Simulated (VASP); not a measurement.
# MnO in VASP: a series of runs

The runs below take MnO through single point, relaxation of shape and atoms at fixed volume, with PBE+U.

Everything below comes from runs of VASP 6.6.1. Logs are shortened: lines on timing, memory, paths and dates and some standing lists are left out, and cuts for length are marked.

**1. The cell of the first run**

It takes space group R-3m (No. 166, trigonal). Conventional cell: a = 3.224 Å, b = 3.224 Å, c = 7.760 Å, α = 90.00°, β = 90.00°, γ = 120.00°. Mn (site symmetry -3m) has 6 O at 2.27 Å within 3.0 Å. O (site symmetry -3m) has 6 Mn at 2.27 Å within 3.0 Å.

**2. Single point, PBE+U, collinear spin, antiferromagnetic start**

INCAR

```
PREC = Accurate ; ENCUT = 520
EDIFF = 1E-6 ; ISMEAR = 0
SIGMA = 0.05 ; LREAL = False
LASPH = True ; NELM = 150
ALGO = Normal ; ISIF = 2
LWAVE = False ; LCHARG = False
ISPIN = 2 ; MAGMOM = 4.72 -4.72 0 0
LORBIT = 11 ; LMAXMIX = 4
LDAU = True ; LDAUTYPE = 2
LDAUL = 2 -1 ; LDAUU = 3.9 0
LDAUJ = 0 0 ; LDAUPRINT = 1
GGA = PE ; NBANDS = 31
```

KPOINTS

```
Automatic mesh
0
Gamma
  12 12 6
```

POSCAR

```
MnO
1.0
    0.0000000000      2.2796939655      2.2796939655
    2.2796939655      0.0000000000      2.2796939655
    4.5067472532      4.5067472532      0.0526406777
Mn O
2 2
Direct
    0.0000000000      0.0000000000      0.0000000000
    0.0000000000      0.0000000000      0.5000000000
    0.5000000006      0.5000000006      0.2499999991
    0.4999999994      0.4999999994      0.7500000009
```

Potentials or basis: VASP PAW PBE potentials, release 64 (Mn_pv, O).

Started as:

```console
$ cat potpaw_PBE.64/Mn_pv/POTCAR potpaw_PBE.64/O/POTCAR > POTCAR
$ mpirun -np 1 vasp_std > vasp.out
```

OUTCAR:

```text
PREC = Accurate
   ENCUT = 520
   EDIFF = 1E-6
   ISMEAR = 0
   LREAL = False
   LASPH = True
   NELM = 150
   ISIF = 2
   ISPIN = 2
   LORBIT = 11
   GGA = PE

 ion  position               nearest neighbor table
   1  0.000  0.000  0.000-   3 2.27   3 2.27   4 2.27   4 2.27   3 2.27   4 2.27
   2  0.000  0.000  0.500-   3 2.27   3 2.27   4 2.27   4 2.27   3 2.27   4 2.27
   3  0.500  0.500  0.250-   1 2.27   1 2.27   1 2.27   2 2.27   2 2.27   2 2.27
   4  0.500  0.500  0.750-   1 2.27   1 2.27   1 2.27   2 2.27   2 2.27   2 2.27

  LATTYP: Found a trigonal (rhomboedric) cell.
 ALAT       =     5.4982091173
 COS(alpha) =     0.8280862587

  Lattice vectors:

 A1 = (   4.5067472532,   2.2270532877,  -2.2270532878)
 A2 = (   2.2270532877,   2.2270532877,  -4.5067472533)
 A3 = (   2.2270532877,   4.5067472532,  -2.2270532878)

Analysis of symmetry for initial positions (statically):
=====================================================================
 Subroutine PRICEL returns following result:

  LATTYP: Found a trigonal (rhomboedric) cell.
 ALAT       =     3.1868602358
 COS(alpha) =     0.4882862761
[... 12 lines left out ...]
 Subroutine GETGRP returns: Found 12 space group operations
 (whereof 12 operations were pure point group operations)
 out of a pool of 12 trial point group operations.

The static configuration has the point symmetry D_3d.

Analysis of symmetry for dynamics (positions and initial velocities):
=====================================================================
 Subroutine PRICEL returns following result:

  LATTYP: Found a trigonal (rhomboedric) cell.
 ALAT       =     3.1868602358
 COS(alpha) =     0.4882862761
[... 12 lines left out ...]
 Subroutine GETGRP returns: Found 12 space group operations
 (whereof 12 operations were pure point group operations)
 out of a pool of 12 trial point group operations.

The dynamic configuration has the point symmetry D_3d.

[... 223 lines left out ...]
  o =  0.0186  v = -0.8160 -0.4085  0.0345 -0.4075 -0.0000  0.0000  0.0000  0.0000  0.0000  0.0000      0.0000  0.0000  0.0000  0.0000  0.0000  0.0000  0.0000  0.0000  0.0000  0.0000
  o =  0.0186  v = -0.0006  0.7064  0.0000 -0.7070  0.0345  0.0000  0.0000  0.0000  0.0000  0.0000      0.0000  0.0000  0.0000  0.0000  0.0000  0.0000  0.0000  0.0000  0.0000  0.0000
  o =  0.0730  v = -0.0000  0.0244 -0.0000 -0.0244 -0.9994  0.0000  0.0000  0.0000  0.0000  0.0000      0.0000  0.0000  0.0000  0.0000  0.0000  0.0000  0.0000  0.0000  0.0000  0.0000
  o =  0.0730  v =  0.0282  0.0141  0.9994  0.0141 -0.0000  0.0000  0.0000  0.0000  0.0000  0.0000      0.0000  0.0000  0.0000  0.0000  0.0000  0.0000  0.0000  0.0000  0.0000  0.0000
  o =  0.9366  v =  0.0000  0.0000  0.0000  0.0000  0.0000  0.5774 -0.5774 -0.0000 -0.5774 -0.0000      0.0000  0.0000  0.0000  0.0000  0.0000  0.0000  0.0000  0.0000  0.0000  0.0000
  o =  0.9369  v =  0.0000  0.0000  0.0000  0.0000  0.0000  0.8165  0.4082  0.0048  0.4082  0.0000      0.0000  0.0000  0.0000  0.0000  0.0000  0.0000  0.0000  0.0000  0.0000  0.0000
  o =  0.9369  v =  0.0000  0.0000  0.0000  0.0000  0.0000  0.0000  0.7071  0.0000 -0.7071 -0.0048      0.0000  0.0000  0.0000  0.0000  0.0000  0.0000  0.0000  0.0000  0.0000  0.0000
  o =  0.9716  v =  0.0000  0.0000  0.0000  0.0000  0.0000 -0.0000 -0.0034  0.0000  0.0034 -1.0000      0.0000  0.0000  0.0000  0.0000  0.0000  0.0000  0.0000  0.0000  0.0000  0.0000
  o =  0.9716  v =  0.0000  0.0000  0.0000  0.0000  0.0000  0.0039  0.0020 -1.0000  0.0020 -0.0000      0.0000  0.0000  0.0000  0.0000  0.0000  0.0000  0.0000  0.0000  0.0000  0.0000

 number of electron      38.0000014 magnetization      -0.0000000

 Free energy of the ion-electron system (eV)
  ---------------------------------------------------
  ext. energy  EPLUGINS =         0.00000000
  ---------------------------------------------------
  free energy    TOTEN  =       -31.09060970 eV

  energy without entropy =      -31.09060970  energy(sigma->0) =      -31.09060970

 E-fermi :   5.4879     XC(G=0): -11.4919

 val. band max:        5.2457642956   @ k =   0.0000   0.0000   0.5000
 cond. band min:       6.8146822903   @ k =   0.0000   0.0000   0.0000
 fundamental gap:      1.5689179947
 Fermi energy:         5.4878810419

 spin component 1

 k-point     1 :       0.0000    0.0000    0.0000
  band No.  band energies     occupation
      1     -43.6465      1.00000
      2     -43.6083      1.00000
      3     -43.6083      1.00000
      4     -38.7125      1.00000
      5     -38.6750      1.00000
      6     -38.6750      1.00000
[... 1625 lines left out ...]
     30      17.6997      0.00000
     31      19.6387      0.00000

 [... further k-points ...]
[... 5 lines left out ...]
  --------------------------------------------------------------------------------------
  -------------------------------------------------------------------------------------
  Total       -1.0239854     -1.0239854     -1.0239854     -0.0094300      0.0094300      0.0094300
  in kB      -35.2291233    -35.2291233    -35.2291233     -0.3244294      0.3244294      0.3244294
  external PRESSURE =     -35.2291233 kB  Pullay stress =       0.0000000 kB

 VOLUME and BASIS-vectors are now :
 -----------------------------------------------------------------------------
  energy-cutoff  :      520.00
  volume of cell :       46.57
      direct lattice vectors                 reciprocal lattice vectors
     0.000000000  2.279693965  2.279693965    -0.220616129  0.218039241  0.220616129
     2.279693965  0.000000000  2.279693965     0.218039241 -0.220616129  0.220616129
     4.506747253  4.506747253  0.052640678     0.111596508  0.111596508 -0.111596508

 POSITION                                       TOTAL-FORCE (eV/Angst)
 -----------------------------------------------------------------------------------
      0.00000      0.00000      0.00000        -0.000000     -0.000000     -0.000000
      2.25337      2.25337      0.02632         0.000000     -0.000000     -0.000000
      2.26653      2.26653      2.29285         0.000000      0.000000      0.000000
      4.51991      4.51991      2.31917         0.000000      0.000000      0.000000
 -----------------------------------------------------------------------------------
    total drift:                                0.000000     -0.000000      0.000000

  FREE ENERGIE OF THE ION-ELECTRON SYSTEM (eV)
  ---------------------------------------------------
  free  energy   TOTEN  =       -31.0906096974 eV

  energy  without entropy=      -31.0906096974  energy(sigma->0) =      -31.09060970

 total charge

# of ion       s       p       d       tot
------------------------------------------
    1        0.196   6.163   4.936  11.295
    2        0.196   6.163   4.936  11.295
    3        1.555   3.423   0.000   4.978
    4        1.555   3.423   0.000   4.978
--------------------------------------------------
tot          3.502  19.171   9.873  32.546

 magnetization (x)

# of ion       s       p       d       tot
------------------------------------------
    1        0.022   0.020   4.543   4.585
    2       -0.022  -0.020  -4.543  -4.585
    3        0.000   0.000   0.000   0.000
    4        0.000   0.000   0.000   0.000
--------------------------------------------------
tot          0.000   0.000   0.000   0.000
```

OSZICAR:

```text
N       E                     dE             d eps       ncg     rms          rms(c)
DAV:   1     0.450523855002E+03    0.45052E+03   -0.21150E+04 12400   0.149E+03
DAV:   2     0.171533531866E+01   -0.44881E+03   -0.42123E+03 12677   0.446E+02
DAV:   3    -0.326155368777E+02   -0.34331E+02   -0.33818E+02 13602   0.133E+02
DAV:   4    -0.331343574844E+02   -0.51882E+00   -0.51832E+00 12929   0.173E+01
DAV:   5    -0.331404651585E+02   -0.61077E-02   -0.61074E-02 14049   0.192E+00    0.185E+01
DAV:   6    -0.302959327357E+02    0.28445E+01   -0.18302E+01 14782   0.421E+01    0.174E+01
DAV:   7    -0.310737513142E+02   -0.77782E+00   -0.23708E+00 12376   0.174E+01    0.103E+01
DAV:   8    -0.310455147896E+02    0.28237E-01   -0.53579E-01 13713   0.498E+00    0.733E+00
DAV:   9    -0.310951305293E+02   -0.49616E-01   -0.74005E-02 12978   0.255E+00    0.112E+00
DAV:  10    -0.310902554261E+02    0.48751E-02   -0.14678E-02 13357   0.105E+00    0.287E-01
DAV:  11    -0.310905504839E+02   -0.29506E-03   -0.29818E-03 13237   0.368E-01    0.117E-01
DAV:  12    -0.310905823222E+02   -0.31838E-04   -0.85695E-05 13916   0.121E-01    0.431E-02
DAV:  13    -0.310905856445E+02   -0.33223E-05   -0.25149E-05 12789   0.615E-02    0.371E-02
DAV:  14    -0.310906091629E+02   -0.23518E-04   -0.49237E-06 11250   0.254E-02    0.960E-03
DAV:  15    -0.310906096974E+02   -0.53443E-06   -0.15110E-06 11581   0.950E-03
   1 F= -.31090610E+02 E0= -.31090610E+02  d E =-.428032E-14  mag=    -0.0000
```

Run time: 6.9 min. Hardware: 1 thread of Oxide Virtual Turin-like, shared host; peak memory 0.29 GiB.

What came out:

```yaml
Free_energy: -31.0906 eV
Pressure: -3.5 GPa
Band_gap_on_the_k_mesh: 1.57 eV
Net_moment: 0.00 μB per cell
Site_moments: Mn +4.58, -4.58; O +0.00 μB
Valence_electrons_inside_the_program's_atomic_spheres: Mn 11.29; O 4.98
```

Eigenvalues of the final occupation matrices:
| site | spin | trace | eigenvalues |
| --- | --- | --- | --- |
| site 1 d | 1 | 4.75 | 0.94 0.94 0.94 0.97 0.97 |
| site 1 d | 2 | 0.20 | 0.02 0.02 0.02 0.07 0.07 |
| site 2 d | 1 | 0.20 | 0.02 0.02 0.02 0.07 0.07 |
| site 2 d | 2 | 4.75 | 0.94 0.94 0.94 0.97 0.97 |

A k mesh can miss the band edges. The state reached can hang on the start; a lower one may exist.

**3. Single point, PBE+U, collinear spin, antiferromagnetic start (volume scaled by 1.020)**

INCAR

```
ALGO = Normal
EDIFF = 1E-7
ENCUT = 520
GGA = PE
ISIF = 2
ISMEAR = 0
ISPIN = 2
LASPH = True
LCHARG = False
LDAU = True
LDAUJ = 0 0
LDAUL = 2 -1
LDAUPRINT = 1
LDAUTYPE = 2
LDAUU = 3.9 0
LMAXMIX = 4
LORBIT = 11
LREAL = False
LWAVE = False
MAGMOM = 4.72 -4.72 0 0
NBANDS = 31
NELM = 150
PREC = Accurate
SIGMA = 0.05
```

KPOINTS

```
k-points
0
Gamma
  12 12 6
```

POSCAR

```
MnO
1.0
    0.0000000000      2.2826482908      2.2826482908
    2.2826482908      0.0000000000      2.2826482908
    4.5137060482      4.5137060482      0.0515905333
Mn O
2 2
Direct
    0.0000000000      0.0000000000      0.0000000000
    0.0000000000      0.0000000000      0.5000000000
    0.5000000007      0.5000000007      0.2499999989
    0.4999999993      0.4999999993      0.7500000011
```

Potentials or basis: VASP PAW PBE potentials, release 64 (Mn_pv, O).

Started as:

```console
$ cat potpaw_PBE.64/Mn_pv/POTCAR potpaw_PBE.64/O/POTCAR > POTCAR
$ mpirun -np 1 vasp_std > vasp.out
```

Run time: 7.2 min. Hardware: 1 thread of Oxide Virtual Turin-like, shared host; peak memory 0.3 GiB.

The run converged. Its results:

```
Free energy                                           : -31.0861 eV
Pressure                                              : -4.1 GPa
Band gap on the k mesh                                : 1.55 eV
Net moment                                            : 0.00 μB per cell
Site moments                                          : Mn +4.59, -4.59; O +0.00 μB
Valence electrons inside the program's atomic spheres : Mn 11.29; O 4.98
```

Levels at points of the mesh, in eV from the valence-band top:
Spin up:
| k point | band 16 | band 17 | band 18 | band 19 | band 20 | band 21 | band 22 | band 23 |
| --- | --- | --- | --- | --- | --- | --- | --- | --- |
| (0.00, 0.00, 0.00) | -1.49 | -1.40 | -0.54 | -0.54 | 1.55 | 4.75 | 4.82 | 4.82 |
| (0.50, 0.00, 0.00) | -2.38 | -2.01 | -0.35 | -0.29 | 3.93 | 5.52 | 5.53 | 5.66 |
| (0.00, 0.00, 0.50) | -2.10 | -2.07 | 0.00 | 0.00 | 3.84 | 3.92 | 4.77 | 4.77 |
| (0.50, 0.00, 0.50) | -2.38 | -1.83 | -0.58 | -0.26 | 3.74 | 5.32 | 5.65 | 5.67 |
Spin down:
```csv
k point,band 15,band 16,band 17,band 18,band 19,band 20,band 21,band 22,band 23,band 24
"(0.00, 0.00, 0.00)",-1.49,-1.49,-1.40,-0.54,-0.54,1.55,4.75,4.82,4.82,5.43
"(0.50, 0.00, 0.00)",-2.38,-2.38,-2.01,-0.35,-0.29,3.93,5.52,5.53,5.66,5.85
"(0.00, 0.00, 0.50)",-2.10,-2.10,-2.07,0.00,0.00,3.84,3.92,4.77,4.77,4.89
"(0.50, 0.00, 0.50)",-2.55,-2.38,-1.83,-0.58,-0.26,3.74,5.32,5.65,5.67,5.88
```

Eigenvalues of the final occupation matrices:
| site | spin | trace | eigenvalues |
| --- | --- | --- | --- |
| site 1 d | 1 | 4.75 | 0.94 0.94 0.94 0.97 0.97 |
| site 1 d | 2 | 0.20 | 0.02 0.02 0.02 0.07 0.07 |
| site 2 d | 1 | 0.20 | 0.02 0.02 0.02 0.07 0.07 |
| site 2 d | 2 | 4.75 | 0.94 0.94 0.94 0.97 0.97 |

 The state reached can hang on the start; a lower one may exist.

**4. Single point, PBE+U, collinear spin, antiferromagnetic start**

This run uses another cell than the first one, of the same volume but with other edges.

INCAR

```
SYSTEM = MnO
PREC = Accurate ; ENCUT = 520
EDIFF = 1E-6 ; ISMEAR = 0
SIGMA = 0.05 ; LREAL = .False.
LASPH = .True. ; NELM = 150
ALGO = Normal ; ISIF = 2
LWAVE = .False. ; LCHARG = .False.
ISPIN = 2 ; MAGMOM = 5 -5 0 0
LORBIT = 11 ; LMAXMIX = 4
LDAU = .True. ; LDAUTYPE = 2
LDAUL = 2 -1 ; LDAUU = 3.9 0
LDAUJ = 0 0 ; LDAUPRINT = 1
GGA = PE ; NBANDS = 31
```

KPOINTS

```
regular mesh
0
Gamma
  12 12 6
  0 0 0
```

POSCAR

```
MnO
1.0
    0.0000000000      2.2664570858      2.2664570858
    4.5329141716      2.2664570858      2.2664570858
    4.5329141716      4.5329141716      0.0000000000
Mn O
2 2
Direct
    0.0000000000      0.0000000000      0.0000000000
    0.0000000000      0.0000000000      0.5000000000
    0.5000000000      0.5000000000      0.0000000000
    0.5000000000      0.5000000000      0.5000000000
```

Potentials or basis: VASP PAW PBE potentials, release 64 (Mn_pv, O).

Started as:

```console
$ cat potpaw_PBE.64/Mn_pv/POTCAR potpaw_PBE.64/O/POTCAR > POTCAR
$ mpirun -np 1 vasp_std > vasp.out
```

OUTCAR:

```text
SYSTEM = MnO
   PREC = Accurate
   ENCUT = 520
   EDIFF = 1E-6
   ISMEAR = 0
   LREAL = .False.
   LASPH = .True.
   NELM = 150
   ISIF = 2
   ISPIN = 2
   LORBIT = 11
   GGA = PE

 ion  position               nearest neighbor table
   1  0.000  0.000  0.000-   4 2.27   3 2.27   4 2.27   3 2.27   4 2.27   4 2.27
   2  0.000  0.000  0.500-   3 2.27   3 2.27   4 2.27   4 2.27   3 2.27   3 2.27
   3  0.500  0.500  0.000-   2 2.27   1 2.27   2 2.27   1 2.27   2 2.27   2 2.27
   4  0.500  0.500  0.500-   1 2.27   1 2.27   2 2.27   2 2.27   1 2.27   1 2.27

  LATTYP: Found a simple tetragonal cell.
 ALAT       =     3.2052543493
 C/A-ratio  =     1.4142135624

  Lattice vectors:

 A1 = (   0.0000000000,  -2.2664570858,   2.2664570858)
 A2 = (   0.0000000000,  -2.2664570858,  -2.2664570858)
 A3 = (   4.5329141716,   0.0000000000,   0.0000000000)

Analysis of symmetry for initial positions (statically):
=====================================================================
 Subroutine PRICEL returns following result:

  LATTYP: Found a face centered cubic cell.
 ALAT       =     4.5329141716
[... 1935 lines left out ...]
  --------------------------------------------------------------------------------------
  -------------------------------------------------------------------------------------
  Total       -0.9068252     -0.7502533     -0.7502533      0.0000000      0.0000000      0.0000000
  in kB      -31.1983515    -25.8116632    -25.8116632      0.0000000      0.0000000      0.0000000
  external PRESSURE =     -27.6072260 kB  Pullay stress =       0.0000000 kB

 VOLUME and BASIS-vectors are now :
 -----------------------------------------------------------------------------
  energy-cutoff  :      520.00
  volume of cell :       46.57
      direct lattice vectors                 reciprocal lattice vectors
     0.000000000  2.266457086  2.266457086    -0.220608633  0.220608633  0.220608633
     4.532914172  2.266457086  2.266457086     0.220608633 -0.220608633  0.220608633
     4.532914172  4.532914172  0.000000000     0.000000000  0.220608633 -0.220608633

 POSITION                                       TOTAL-FORCE (eV/Angst)
 -----------------------------------------------------------------------------------
      0.00000      0.00000      0.00000         0.000000      0.000000     -0.000000
      2.26646      2.26646      0.00000         0.000000      0.000000      0.000000
      2.26646      2.26646      2.26646        -0.000000     -0.000000      0.000000
      4.53291      4.53291      2.26646        -0.000000     -0.000000     -0.000000
 -----------------------------------------------------------------------------------
    total drift:                                0.000000     -0.000000     -0.000000

  FREE ENERGIE OF THE ION-ELECTRON SYSTEM (eV)
  ---------------------------------------------------
  free  energy   TOTEN  =       -31.0595290053 eV

  energy  without entropy=      -31.0595290053  energy(sigma->0) =      -31.05952901

 total charge

# of ion       s       p       d       tot
------------------------------------------
    1        0.199   6.165   4.925  11.289
    2        0.199   6.165   4.925  11.289
    3        1.555   3.426   0.000   4.981
    4        1.555   3.426   0.000   4.981
--------------------------------------------------
tot          3.507  19.183   9.849  32.540

 magnetization (x)

# of ion       s       p       d       tot
------------------------------------------
    1        0.034   0.031   4.560   4.624
    2       -0.034  -0.031  -4.560  -4.624
    3       -0.007  -0.039   0.000  -0.046
    4        0.007   0.039   0.000   0.046
--------------------------------------------------
tot          0.000   0.000   0.000   0.000
```

Run time: 12 min. Hardware: 1 thread of Oxide Virtual Turin-like, shared host; peak memory 0.35 GiB.

Results:

```
Free energy                                           : -31.0595 eV
Pressure                                              : -2.8 GPa
Band gap on the k mesh                                : 0.63 eV
Net moment                                            : 0.00 μB per cell
Site moments                                          : Mn +4.62, -4.62; O -0.05, +0.05 μB
Valence electrons inside the program's atomic spheres : Mn 11.29; O 4.98
```

Stress tensor (GPa, compression positive):
```
-3.12  0.00  0.00
 0.00 -2.58  0.00
 0.00  0.00 -2.58
```

Levels at points of the mesh, in eV from the valence-band top:
Spin up:
```
           k point  band 15  band 16  band 17  band 18  band 19  band 20  band 21  band 22  band 23  band 24
(0.00, 0.00, 0.00)    -3.30    -3.30    -2.31    -2.31    -2.31     0.63     2.42     4.12     4.15     4.18
(0.50, 0.00, 0.00)    -3.08    -2.49    -2.46    -0.13     0.00     4.36     4.47     4.48     4.57     4.82
(0.50, 0.50, 0.00)    -3.28    -3.28    -3.27    -3.18    -3.17     3.25     3.25     4.21     4.44     5.06
(0.00, 0.00, 0.50)    -3.38    -3.31    -2.37    -2.15    -0.08     3.79     4.01     4.25     4.55     5.76
(0.50, 0.00, 0.50)    -3.17    -3.17    -2.79    -2.79    -1.42     3.61     3.61     4.48     5.06     5.17
(0.00, 0.50, 0.50)    -2.97    -2.97    -2.14    -2.12    -2.12     2.37     3.35     4.04     4.14     4.43
```
Spin down:
| k point | band 15 | band 16 | band 17 | band 18 | band 19 | band 20 | band 21 | band 22 | band 23 | band 24 |
| --- | --- | --- | --- | --- | --- | --- | --- | --- | --- | --- |
| (0.00, 0.00, 0.00) | -3.30 | -3.30 | -2.31 | -2.31 | -2.31 | 0.63 | 2.42 | 4.12 | 4.15 | 4.18 |
| (0.50, 0.00, 0.00) | -3.08 | -2.49 | -2.46 | -0.13 | 0.00 | 4.36 | 4.47 | 4.48 | 4.57 | 4.82 |
| (0.50, 0.50, 0.00) | -3.28 | -3.28 | -3.27 | -3.18 | -3.17 | 3.25 | 3.25 | 4.21 | 4.44 | 5.06 |
| (0.00, 0.00, 0.50) | -3.38 | -3.31 | -2.37 | -2.15 | -0.08 | 3.79 | 4.01 | 4.25 | 4.55 | 5.76 |
| (0.50, 0.00, 0.50) | -3.17 | -3.17 | -2.79 | -2.79 | -1.42 | 3.61 | 3.61 | 4.48 | 5.06 | 5.17 |
| (0.00, 0.50, 0.50) | -2.97 | -2.97 | -2.14 | -2.12 | -2.12 | 2.37 | 3.35 | 4.04 | 4.14 | 4.43 |

Eigenvalues of the final occupation matrices:
| site | spin | trace | eigenvalues |
| --- | --- | --- | --- |
| site 1 d | 1 | 4.76 | 0.94 0.94 0.94 0.97 0.97 |
| site 1 d | 2 | 0.19 | 0.02 0.02 0.02 0.07 0.07 |
| site 2 d | 1 | 0.19 | 0.02 0.02 0.02 0.07 0.07 |
| site 2 d | 2 | 4.76 | 0.94 0.94 0.94 0.97 0.97 |

(Part 1 of 2 ends here.)
